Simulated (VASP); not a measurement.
A run of VASP 6.6.1:

INCAR

```
SYSTEM = GaSe5
PREC = Accurate
ENCUT = 600
EDIFF = 1E-7
ISMEAR = 0
SIGMA = 0.1
LREAL = .FALSE.
LASPH = .TRUE.
NELM = 60
ALGO = Normal
ISIF = 3
LWAVE = .FALSE.
LCHARG = .FALSE.
GGA = PE
IBRION = 2
NSW = 90
EDIFFG = -0.04
```

The input KPOINTS:

```
regular mesh
0
G
  3 3 6
  0 0 0
```

The input POSCAR:

```
GaSe5
1.0
    6.5005897584      0.0000000000      0.0000000000
   -3.2502948792      5.6296758703      0.0000000000
    0.0000000000      0.0000000000      3.6394522207
Ga Se
1 5
Direct
    0.0000000000      0.0000000000      0.5000000000
    0.6885751138      0.0000000000      0.0000000000
    0.0000000000      0.6885751138      0.0000000000
    0.3114248862      0.3114248862      0.0000000000
    0.3333333333      0.6666666667      0.5000000000
    0.6666666667      0.3333333333      0.5000000000
```

Potentials or basis: VASP PAW PBE potentials, release 64 (Ga_d, Se).

Run with:

```bash
$ cat potpaw_PBE.64/Ga_d/POTCAR potpaw_PBE.64/Se/POTCAR > POTCAR
$ mpirun -np 1 vasp_std > vasp.out
```

Hardware: 1 thread of Intel(R) Xeon(R) Platinum 8488C (Sapphire Rapids), with other jobs on the host.

**Question.** Estimate the wall time of this run.

**Answer.** Run time: 6.1 min on 1 thread of Intel(R) Xeon(R) Platinum 8488C (Sapphire Rapids), on a shared host, peak memory 0.31 GiB. Counts: scf iterations 70, k points 12, ion steps 8.
